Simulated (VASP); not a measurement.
Wanted: the native input for a VASP 6.6.1 run.

- Task: relaxation of cell and atoms
- Functional: LDA
- Potentials or basis: VASP PAW LDA potentials, release 64 (Ca_sv, F)
- Cutoff: 600 eV
- k mesh: 6 × 6 × 6
- Occupations: gaussian, width 0.01 eV
- Spin: no spin polarisation
- Target pressure: 7 GPa
- Dipole correction: no
- Further INCAR settings: ALGO = Normal; EDIFF = 1e-07; IBRION = 2; EDIFFG = -0.002; NSW = 100; ISIF = 3

The structure of CaF2 lies in POSCAR:

```
CaF2
1.0
    0.0000000000      2.6630867131      2.6630867131
    2.6630867131      0.0000000000      2.6630867131
    2.6630867131      2.6630867131      0.0000000000
Ca F
1 2
Direct
    0.0000000000      0.0000000000      0.0000000000
    0.2500000000      0.2500000000      0.2500000000
    0.7500000000      0.7500000000      0.7500000000
```

These files were run (other wordings do the same):

INCAR

```
ALGO     = Normal         # electronic algorithm
EDIFF    = 1E-7           # SCF threshold, eV
EDIFFG   = -0.002         # ionic threshold
ENCUT    = 600            # plane-wave cutoff, eV
GGA_COMPAT= False        
IBRION   = 2              # ionic algorithm
ISIF     = 3              # what is computed and relaxed
ISMEAR   = 0              # smearing method
LASPH    = True           # aspherical terms in the spheres
LCHARG   = False          # write CHGCAR
LREAL    = False          # projectors in reciprocal space
LWAVE    = False          # write WAVECAR
NELM     = 120            # most SCF steps
NELMIN   = 4            
NSW      = 100            # ionic steps
PREC     = Accurate       # precision mode
PSTRESS  = 70.0         
SIGMA    = 0.01           # smearing width, eV
```

KPOINTS

```
k-points
0
Gamma
  6 6 6
```

Potentials or basis: VASP PAW LDA potentials, release 64 (Ca_sv, F).

The run is started by

```sh
$ cat potpaw_LDA.64/Ca_sv/POTCAR potpaw_LDA.64/F/POTCAR > POTCAR
$ mpirun -np 1 vasp_std > vasp.out
```

It gave:

* Relaxed volume: 11.91 Å³/atom
* Relaxed cell: a = 3.697 Å, b = 3.697 Å, c = 3.697 Å, α = 60.00°, β = 60.00°, γ = 60.00°
* Space group after relaxing (to 0.1 Å): Fm-3m (No. 225)
* Energy change on relaxing (the run minimises the enthalpy): +15.2 meV/atom
* Ionic steps: 3
* Pressure after relaxing: 7.0 GPa
* Band gap on the k mesh: 7.71 eV (least direct gap 7.99 eV)

Caveat: the cell is relaxed towards a set pressure, so the run minimises the enthalpy, not the energy.

Run time: 34 s on 1 thread of Intel Xeon 8259CL, with other jobs on the host, peak memory 0.16 GiB.
